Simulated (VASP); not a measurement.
Set up this calculation in VASP 6.6.1, as the native input.

| Quantity | Value |
| --- | --- |
| Task | single point |
| Functional | PBE |
| Potentials or basis | VASP PAW PBE potentials, release 64 (Ag) |
| Cutoff | 520 eV |
| k mesh | 11 × 11 × 11 |
| Occupations | fermi-dirac, width 0.05 eV |
| Spin | no spin polarisation |
| Dipole correction | no |
| Further INCAR settings | ALGO = Normal; EDIFF = 1e-07; NBANDS = 12 |

The structure of Ag lies in POSCAR:

```
Ag
1.0
    0.0000000000      2.0151418859      2.0151418859
    2.0151418859      0.0000000000      2.0151418859
    2.0151418859      2.0151418859      0.0000000000
Ag
1
Direct
    0.0000000000      0.0000000000      0.0000000000
```

One way to write it, as run:

INCAR

```
SYSTEM = Ag
ALGO = Normal ; EDIFF = 1E-7
ENCUT = 520 ; GGA = PE
ISIF = 2 ; ISMEAR = -1
LASPH = .True. ; LCHARG = .False.
LREAL = .False. ; LWAVE = .False.
NBANDS = 12 ; NELM = 80
PREC = Accurate ; SIGMA = 0.05
```

KPOINTS

```
k-points
0
Gamma
  11 11 11
  0 0 0
```

Potentials or basis: VASP PAW PBE potentials, release 64 (Ag).

The run is started by

```sh
$ cat potpaw_PBE.64/Ag/POTCAR > POTCAR
$ mpirun -np 1 vasp_std > vasp.out
```

Results of the run:

```
Pressure               : 9.5 GPa
Band gap on the k mesh : zero (an odd number of electrons rules out a gap without spin polarisation)
```

Caveat: the cell stands under pressure.

Run time: 6.9 s on 1 thread of Intel(R) Xeon(R) Platinum 8488C (Sapphire Rapids), on a shared host, peak memory 0.14 GiB.
